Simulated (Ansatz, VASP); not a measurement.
**One calculation of AlGa3As4, two programs**

```
Al Ga As
1.0
    -5.66365    5.66365    0.00000
    -5.66320    0.00045    5.66164
    -0.00045    5.66320    5.66164
Al Ga As
2 6 8
Direct
  0.00032 0.99968 0.99968
  0.50032 0.99968 0.99968
  0.00000 0.50032 0.99968
  0.00000 0.99968 0.50032
  0.50000 0.50032 0.99968
  0.50000 0.99968 0.50032
  0.99978 0.50022 0.50022
  0.49978 0.50022 0.50022
  0.87500 0.87513 0.37487
  0.37500 0.87513 0.37487
  0.87497 0.37503 0.37503
  0.87493 0.87507 0.87507
  0.37497 0.37503 0.37503
  0.37493 0.87507 0.87507
  0.87500 0.37487 0.87513
  0.37500 0.37487 0.87513
```

Alike in both runs: functional PBEsol; k mesh 4 × 4 × 4; occupations gaussian, width 0.02 eV; no spin polarisation.

Ansatz relaxed the structure, and its values are those at the end. VASP's run is a single point on that final structure, the one shown.

|  | VASP | Ansatz |
| --- | --- | --- |
| version | VASP 6.6.1 | Ansatz 0.2.0 |
| potentials or method | VASP PAW PBE potentials, release 64 (Al, Ga_d, As), cutoff 520 eV | scalar-relativistic, plane waves, PAW |
| valence electrons in the cell | 124 | 204 |

```csv
,VASP,Ansatz,Ansatz less VASP
gap on the k mesh at the Fermi level (eV),0.66,0.65,-0.011
least direct gap on the mesh (eV),0.66,0.65,-0.011
pressure (GPa),0.2,0.0,-0.21
```

VASP's potentials were made for PBE, not for PBEsol. VASP's potentials hold 124 valence electrons a cell and Ansatz's 204, so a difference there can come from the potentials and not from the codes.
